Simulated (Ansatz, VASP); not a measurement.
Two plane-wave programs on RbBr

```
CELL_PARAMETERS angstrom
4.12425 0.00000 0.00000
0.00000 4.12425 0.00000
0.00000 0.00000 4.12425
ATOMIC_POSITIONS crystal
Rb 0.00000 0.00000 0.00000
Br 0.50000 0.50000 0.50000
```

Alike in both runs: task single point; functional PBEsol; k mesh 4 × 4 × 4; no spin polarisation.

|  | VASP | Ansatz |
| --- | --- | --- |
| version | VASP 6.6.1 | Ansatz 0.2.0 |
| potentials or method | VASP PAW PBE potentials, release 64 (Rb_sv, Br) | plane waves |
| plane-wave cutoff (eV) | 500 | 420 |
| occupations | gaussian, width 0.01 eV | fixed |
| valence electrons in the cell | 16 | 16 |

Ansatz gave:

| Item | Value |
| --- | --- |
| gap on the k mesh at the Fermi level (eV) | 3.91 |
| pressure (GPa) | -0.6 |

What did VASP give for the same quantities?

gap on the k mesh at the Fermi level (eV): 3.91; pressure (GPa): -0.5.

VASP's potentials were made for PBE, not for PBEsol.
